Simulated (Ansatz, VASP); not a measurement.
## Two plane-wave programs on Pd

```
CELL_PARAMETERS angstrom
2.77952 0.00000 0.00000
-1.38976 2.40713 0.00000
0.00000 0.00000 9.17909
ATOMIC_POSITIONS crystal
Pd 0.00000 0.00000 0.00000
Pd 0.33333 0.66667 0.25000
Pd 0.00000 0.00000 0.50000
Pd 0.66667 0.33333 0.75000
```

Alike in both runs: functional PBE; k mesh 18 × 18 × 5; occupations gaussian, width 0.1 eV; no spin polarisation.

Ansatz relaxed the structure, and its values are those at the end. VASP's run is a single point on that final structure, the one shown.

|  | VASP | Ansatz |
| --- | --- | --- |
| version | VASP 6.6.1 | Ansatz 0.2.0 |
| potentials or method | VASP PAW PBE potentials, release 64 (Pd), cutoff 520 eV | scalar-relativistic, plane waves, PAW |
| valence electrons in the cell | 40 | 72 |

|  | VASP | Ansatz | Ansatz less VASP |
| --- | --- | --- | --- |
| gap on the k mesh at the Fermi level (eV) | none | none | - |
| pressure (GPa) | -0.3 | 0.0 | +0.29 |

A gap of «none» marks a metal or a gap that the smearing closes. With one functional, cell and mesh, what is left measures potentials, basis and numerics. VASP's potentials hold 40 valence electrons a cell and Ansatz's 72, so a difference there can come from the potentials and not from the codes.
